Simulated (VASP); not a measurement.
# Ba (Fm-3m) in VASP: notebook, part 2 of 2

VASP 6.6.1. Earlier steps stand in the parts before.

### Step 3. Relaxation of cell and atoms, PBE

This run uses another cell than the first one, of 67.56 Å³/atom, 1.048 times its volume.

The input, INCAR:

```
SYSTEM = Ba
  ALGO = Normal
  EDIFF = 1E-6
  EDIFFG = -0.02
  ENCUT = 600
  GGA = PE
  IBRION = 2
  ISIF = 3
  ISMEAR = 0
  LASPH = .True.
  LCHARG = .False.
  LREAL = .False.
  LWAVE = .False.
  NELM = 100
  NSW = 90
  PREC = Accurate
  SIGMA = 0.1
```

The input, KPOINTS:

```
k-points
0
Gamma
  10 10 10
  0 0 0
```

The input, POSCAR:

```
Ba
1.0
    0.0000000000      3.2326650028      3.2326650028
    3.2326650028      0.0000000000      3.2326650028
    3.2326650028      3.2326650028      0.0000000000
Ba
1
Direct
    0.0000000000      0.0000000000      0.0000000000
```

Potentials or basis: VASP PAW PBE potentials, release 64 (Ba_sv).

Launch:

```bash
$ cat potpaw_PBE.64/Ba_sv/POTCAR > POTCAR
$ mpirun -np 1 vasp_std > vasp.out
```

OUTCAR:

```text
SYSTEM = Ba
   EDIFF = 1E-6
   EDIFFG = -0.02
   ENCUT = 600
   GGA = PE
   IBRION = 2
   ISIF = 3
   ISMEAR = 0
   LASPH = .True.
   LREAL = .False.
   NELM = 100
   NSW = 90
   PREC = Accurate

 ion  position               nearest neighbor table
   1  0.000  0.000  0.000-

  LATTYP: Found a face centered cubic cell.
 ALAT       =     6.4653300056

  Lattice vectors:

 A1 = (   0.0000000000,   3.2326650028,   3.2326650028)
 A2 = (   3.2326650028,   0.0000000000,   3.2326650028)
 A3 = (   3.2326650028,   3.2326650028,   0.0000000000)

Analysis of symmetry for initial positions (statically):
=====================================================================
 Subroutine PRICEL returns:
 Original cell was already a primitive cell.

 Routine SETGRP: Setting up the symmetry group for a
 face centered cubic supercell.

 Subroutine GETGRP returns: Found 48 space group operations
 (whereof 48 operations were pure point group operations)
 out of a pool of 48 trial point group operations.

The static configuration has the point symmetry O_h .

Analysis of symmetry for dynamics (positions and initial velocities):
=====================================================================
 Subroutine PRICEL returns:
 Original cell was already a primitive cell.

 Routine SETGRP: Setting up the symmetry group for a
 face centered cubic supercell.

 Subroutine GETGRP returns: Found 48 space group operations
 (whereof 48 operations were pure point group operations)
 out of a pool of 48 trial point group operations.

The dynamic configuration has the point symmetry O_h .

 Subroutine INISYM returns: Found 48 space group operations
 (whereof 48 operations are pure point group operations),
 and found     1 'primitive' translations

----------------------------------------------------------------------------------------

                                     Primitive cell

  volume of cell :      67.5635

  direct lattice vectors                    reciprocal lattice vectors
     0.000000000  3.232665003  3.232665003    -0.154671146  0.154671146  0.154671146
     3.232665003  0.000000000  3.232665003     0.154671146 -0.154671146  0.154671146
     3.232665003  3.232665003  0.000000000     0.154671146  0.154671146 -0.154671146

  length of vectors
     4.571678690  4.571678690  4.571678690     0.267898283  0.267898283  0.267898283

  position of ions in fractional coordinates (direct lattice)
     0.000000000  0.000000000  0.000000000

  ion indices of the primitive-cell ions
   primitive index   ion index
                 1           1

----------------------------------------------------------------------------------------

 KPOINTS: k-points

Automatic generation of k-mesh.
 Grid dimensions read from file:
 generate k-points for:   10   10   10

 Generating k-lattice:

  Cartesian coordinates                     Fractional coordinates (reciprocal lattice)
    -0.015467115  0.015467115  0.015467115     0.100000000  0.000000000  0.000000000
     0.015467115 -0.015467115  0.015467115     0.000000000  0.100000000  0.000000000
     0.015467115  0.015467115 -0.015467115     0.000000000  0.000000000  0.100000000

  Length of vectors
     0.026789828  0.026789828  0.026789828
[... 44 lines left out ...]
 SYSTEM =  Ba
   PREC   = accura    normal or accurate (medium, high low for compatibility)
   ISTART =      0    job   : 0-new  1-cont  2-samecut
   ICHARG =      2    charge: 1-file 2-atom 10-const
   ISPIN  =      1    spin polarized calculation?
   LNONCOLLINEAR =      F non collinear calculations
   LSORBIT =      F    spin-orbit coupling
   LASPH  =      T    aspherical Exc in radial PAW
   ENCUT  =  600.0 eV  44.10 Ry    6.64 a.u.   9.13  9.13  9.13*2*pi/ulx,y,z
   NELM   =    100;   NELMIN=  2; NELMDL= -5     # of ELM steps
   EDIFF  = 0.1E-05   stopping-criterion for ELM
   LREAL  =      F    real-space projection
   EDIFFG = -.2E-01   stopping-criterion for IOM
   NSW    =     90    number of steps for IOM
   IBRION =      2    ionic relax: 0-MD 1-quasi-New 2-CG
   NFREE  =      1    steps in history (QN), initial steepest desc. (CG)
   ISIF   =      3    stress and relaxation
   ISYM   =      2    0-nonsym 1-usesym 2-fastsym
   POTIM  = 0.5000    time-step for ionic-motion
   TEBEG  =    0.0;   TEEND  =   0.0 temperature during run
   PSTRESS=    0.0 pullay stress
   NELECT =      10.0000    total number of electrons
   NUPDOWN=      -1.0000    fix difference up-down
   EMIN   =  10.00;   EMAX   =-10.00  energy-range for DOS
   EFERMI =   0.00;   METHOD = LEGACY
   ISMEAR =     0;   SIGMA  =   0.10  broadening in eV -4-tet -1-fermi 0-gaus
   EFERMI_NEDOS =   21; number of points for ismear=-14 and -15
   IALGO  =     38    algorithm
   IMIX   =      4    mixing-type and parameters
     AMIX     =   0.40;   BMIX     =  1.00
     AMIX_MAG =   1.60;   BMIX_MAG =  1.00
  volume/ion in A,a.u.               =      67.56       455.94
  Fermi-wavevector in a.u.,A,eV,Ry     =   0.865973  1.636451 10.203124  0.749908
  Thomas-Fermi vector in A             =   1.984294
   LORBIT       =      0    0 simple, 1 ext, 2 COOP (PROOUT), +10 PAW based schemes
   GGA     = PE    functional components
   LHFCALC =     F    Hartree Fock is set to
   AEXX    =    0.0000 exact exchange contribution
   IVDW    =     0    specifies the selected vdW correction
   LEPSILON=     F    determine dielectric tensor
   LRPA    =     F    only Hartree local field effects (RPA)
 conjugate gradient relaxation of ions
 non-spin polarized calculation
 Gauss-broadening in eV      SIGMA  =   0.10
  energy-cutoff  :      600.00
  volume of cell :       67.56
 maximum number of plane-waves:      2279
 NGX is ok and might be reduce to    40
   NGX = 19   NGY = 19   NGZ = 19

--------------------------------------- Ionic step        1  -------------------------------------------

 number of electron      10.0000000 magnetization

 number of electron       9.9999999 magnetization

 Free energy of the ion-electron system (eV)
  ---------------------------------------------------
  ext. energy  EPLUGINS =         0.00000000
  ---------------------------------------------------
  free energy    TOTEN  =        -1.89122832 eV

  energy without entropy =       -1.88376926  energy(sigma->0) =       -1.88749879

------------------------ aborting loop because EDIFF is reached ----------------------------------------

  FORCE on cell =-STRESS in cart. coord.  units (eV):
  Direction    XX          YY          ZZ          XY          YZ          ZX
  --------------------------------------------------------------------------------------
  -------------------------------------------------------------------------------------
  Total       -0.1358704     -0.1358704     -0.1358704      0.0000000      0.0000000      0.0000000
  in kB       -3.2219845     -3.2219845     -3.2219845      0.0000000      0.0000000      0.0000000
  external PRESSURE =      -3.2219845 kB  Pullay stress =       0.0000000 kB
[... 57 lines left out ...]
--------------------------------------- Ionic step        3  -------------------------------------------

 number of electron      10.0000000 magnetization

 Free energy of the ion-electron system (eV)
  ---------------------------------------------------
  ext. energy  EPLUGINS =         0.00000000
  ---------------------------------------------------
  free energy    TOTEN  =        -1.89402908 eV

  energy without entropy =       -1.88570666  energy(sigma->0) =       -1.88986787

 E-fermi :   1.5887     XC(G=0):  -7.3236

 val. band max:        1.5865747304   @ k =  -0.4000   0.5000   0.1000
 cond. band min:       1.6045205512   @ k =  -0.3000   0.4000   0.2000
 fundamental gap:      0.0179458207
 Fermi energy:         1.5886620077

 k-point     1 :       0.0000    0.0000    0.0000
  band No.  band energies     occupation
      1     -27.3546      2.00000
      2     -12.3233      2.00000
      3     -12.3233      2.00000
      4     -12.3233      2.00000
      5      -1.1816      2.00000
      6       3.3370      0.00000
      7       3.3370      0.00000
      8       3.3370      0.00000
      9       4.8528      0.00000
[... 265 lines left out ...]
 k-point    24 :       0.4000    0.3000    0.0000
  band No.  band energies     occupation
      1     -27.3167      2.00000
      2     -12.6455      2.00000
      3     -12.4534      2.00000
      4     -12.4398      2.00000
      5       0.7622      2.00000
      6       1.7648      0.01275
      7       2.8751      0.00000
      8       4.6907      0.00000
      9       5.1676      0.00000

 [... further k-points ...]

------------------------ aborting loop because EDIFF is reached ----------------------------------------

  FORCE on cell =-STRESS in cart. coord.  units (eV):
  Direction    XX          YY          ZZ          XY          YZ          ZX
  --------------------------------------------------------------------------------------
  -------------------------------------------------------------------------------------
  Total        0.0054570      0.0054570      0.0054570     -0.0000000      0.0000000     -0.0000000
  in kB        0.1351025      0.1351025      0.1351025     -0.0000000      0.0000000     -0.0000000
  external PRESSURE =       0.1351025 kB  Pullay stress =       0.0000000 kB
[... 16 lines left out ...]
  FREE ENERGIE OF THE ION-ELECTRON SYSTEM (eV)
  ---------------------------------------------------
  free  energy   TOTEN  =        -1.8940290827 eV

  energy  without entropy=       -1.8857066601  energy(sigma->0) =       -1.88986787

 reached required accuracy - stopping structural energy minimisation
```

OSZICAR:

```text
N       E                     dE             d eps       ncg     rms          rms(c)
DAV:   1     0.640783868171E+02    0.64078E+02   -0.45744E+03   846   0.101E+03
DAV:   2     0.909618489605E+00   -0.63169E+02   -0.62336E+02  1033   0.155E+02
DAV:   3    -0.181692913501E+01   -0.27265E+01   -0.27131E+01  1043   0.391E+01
[... 23 lines left out ...]
DAV:   5    -0.189392971506E+01   -0.40541E-03   -0.28911E-04   947   0.149E-01    0.451E-02
DAV:   6    -0.189402207790E+01   -0.92363E-04   -0.10072E-04  1303   0.818E-02    0.299E-02
DAV:   7    -0.189402712035E+01   -0.50425E-05   -0.58343E-06   922   0.307E-02    0.138E-02
DAV:   8    -0.189402848030E+01   -0.13599E-05   -0.13166E-06   864   0.116E-02    0.599E-03
DAV:   9    -0.189402908268E+01   -0.60238E-06   -0.66642E-07   446   0.102E-02
   3 F= -.18940291E+01 E0= -.18898679E+01  d E =-.280077E-02
```

CONTCAR:

```text
Ba
   1.00000000000000
     0.0000000000000000    3.1865713171624050    3.1865713171624050
     3.1865713171624050    0.0000000000000000    3.1865713171624050
     3.1865713171624050    3.1865713171624050    0.0000000000000000
  Ba
     1
Direct
     0.0000000000000000    0.0000000000000000    0.0000000000000000

  0.00000000E+00  0.00000000E+00  0.00000000E+00
```

Run time: 68 s. Hardware: 1 thread of Intel Xeon Platinum 8259CL at 2.50GHz (Skylake/Cascade Lake), shared host; peak memory 0.26 GiB.

What came out:

* Free energy: -1.8940 eV
* Relaxed volume: 64.71 Å³/atom
* Relaxed cell: a = 4.506 Å, b = 4.506 Å, c = 4.506 Å, α = 60.00°, β = 60.00°, γ = 60.00°
* Space group after relaxing (to 0.05 Å): Fm-3m (No. 225)
* Energy gained by relaxing: 2.8 meV/atom
* Ionic steps: 3
* Pressure after relaxing: 0.0 GPa
* Band gap on the k mesh: zero (band 5 reaches 1.60 eV, above the bottom of band 6 at 1.44 eV)

The path:
```csv
step,energy change (eV),largest force (eV/Å),pressure (GPa),volume (Å³)
1,0.0000,0.0000,-0.32,67.56
2,-0.0021,0.0000,-0.18,66.24
3,-0.0028,0.0000,0.01,64.71
```

Final structure:
```
CELL_PARAMETERS angstrom
0.00000 3.18657 3.18657
3.18657 0.00000 3.18657
3.18657 3.18657 0.00000
ATOMIC_POSITIONS crystal
Ba 0.00000 0.00000 0.00000
```

Levels at points of the mesh, in eV from the Fermi level:
```csv
k point,band 3,band 4,band 5,band 6,band 7,band 8
"(0.00, 0.00, 0.00)",-13.91,-13.91,-2.77,1.75,1.75,1.75
"(0.50, 0.00, 0.00)",-13.97,-13.97,-0.94,0.99,1.61,1.61
"(0.50, 0.50, 0.00)",-14.06,-14.06,-0.79,-0.15,1.97,4.43
```

Caveat: spin-orbit coupling is left out, which moves the levels of the heavy elements.
